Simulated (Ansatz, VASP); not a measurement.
**Ta4O in VASP and in Ansatz**

INCAR

```
SYSTEM = Ta4O
ALGO = Normal
EDIFF = 1E-7
ENCUT = 520
GGA = PS
ISIF = 2
ISMEAR = 1
LASPH = .TRUE.
LCHARG = .TRUE.
LELF = .TRUE.
LREAL = .FALSE.
LVHAR = .TRUE.
LWAVE = .FALSE.
NBANDS = 33
NELM = 100
PREC = Accurate
SIGMA = 0.02
```

The input KPOINTS:

```
k-points
0
G
  12 12 6
  0 0 0
```

Contents of POSCAR:

```
Ta4O
1.0
    3.2574970000      0.0000000000      0.0000000000
    0.0000000000      3.2574970000      0.0000000000
    0.0000000000      0.0000000000      7.4093410000
Ta O
4 1
Direct
    0.0000000000      0.0000000000      0.5000000000
    0.5000000000      0.5000000000      0.7831580000
    0.5000000000      0.5000000000      0.2168420000
    0.0000000000      0.0000000000      0.0000000000
    0.5000000000      0.5000000000      0.5000000000
```

Input for Ansatz:

```yaml
crystal:
  lattice:
    - [3.257497, 0.0, 0.0]
    - [0.0, 3.257497, 0.0]
    - [0.0, 0.0, 7.409341]
  atoms:
    - { symbol: Ta, position: [0.0, 0.0, 0.5] }
    - { symbol: Ta, position: [0.5, 0.5, 0.783158] }
    - { symbol: Ta, position: [0.5, 0.5, 0.216842] }
    - { symbol: Ta, position: [0.0, 0.0, 0.0] }
    - { symbol: O, position: [0.5, 0.5, 0.5] }
basis:
  ecutwfc: 420
kpoints:
  mp_grid: { grid: [12, 12, 6] }
hamiltonian:
  xc: pbesol
scf:
  occupations: { method: cold, width: 0.02 }
output:
  forces: true
  stress: true
  eigenvalues: true
```

Alike in both runs: task single point; functional PBEsol; k mesh 12 × 12 × 6; no spin polarisation.

|  | VASP | Ansatz |
| --- | --- | --- |
| version | VASP 6.6.1 | Ansatz 0.2.0 |
| potentials or method | VASP PAW PBE potentials, release 64 (Ta_pv, O), cutoff 520 eV | scalar-relativistic, plane waves, PAW |
| occupations | methfessel-paxton of order 1, width 0.02 eV | cold, width 0.02 eV |
| valence electrons in the cell | 50 | 58 |

Ansatz gave:

| Item | Value |
| --- | --- |
| gap on the k mesh at the Fermi level (eV) | none |
| pressure (GPa) | -8.2 |
| traceless stress, the component that is largest in VASP (GPa) | -0.43 |
| rms of the force components (eV/Å) | 0.031 |

Question: Which values does VASP return?

Answer: gap on the k mesh at the Fermi level (eV): none; pressure (GPa): -7.9; traceless stress, the component that is largest in VASP (GPa): -0.27; rms of the force components (eV/Å): 0.017.

VASP's potentials were made for PBE, not for PBEsol. Atom by atom the forces differ by 0.015 eV/Å (rms over components). A gap of «none» marks a metal or a gap that the smearing closes. VASP's potentials hold 50 valence electrons a cell and Ansatz's 58, so a difference there can come from the potentials and not from the codes.

Neither program's run includes spin-orbit coupling.
